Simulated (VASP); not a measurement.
A run of VASP 6.6.1:

INCAR

```
ALGO = Normal ; EDIFF = 1E-7
ENCUT = 520 ; GGA = PS
ISIF = 2 ; ISMEAR = 0
LASPH = T ; LCHARG = F
LREAL = F ; LWAVE = F
NBANDS = 11 ; NELM = 80
PREC = Accurate ; SIGMA = 0.05
```

File KPOINTS:

```
k-points
0
Gamma
  10 10 10
```

POSCAR

```
MgO
1.0
    0.0000000000      2.3195132437      1.8092203301
    2.3195132437      0.0000000000      1.8092203301
    2.3195132437      2.3195132437      0.0000000000
Mg O
1 1
Direct
    0.0000000000      0.0000000000      0.0000000000
    0.5000000000      0.5000000000      0.5000000000
```

Potentials or basis: VASP PAW PBE potentials, release 64 (Mg, O).

Command:

```sh
$ cat potpaw_PBE.64/Mg/POTCAR potpaw_PBE.64/O/POTCAR > POTCAR
$ mpirun -np 1 vasp_std > vasp.out
```

Hardware: 1 thread of Intel(R) Xeon(R) Platinum 8375C CPU @ 2.90GHz (Ice Lake), on a shared host.

Problem. How long does it take, and how much memory?

Solution. Run time: 14 s on 1 thread of Intel(R) Xeon(R) Platinum 8375C CPU @ 2.90GHz (Ice Lake), on a shared host, peak memory 0.15 GiB. Counts: scf iterations 13, k points 102.
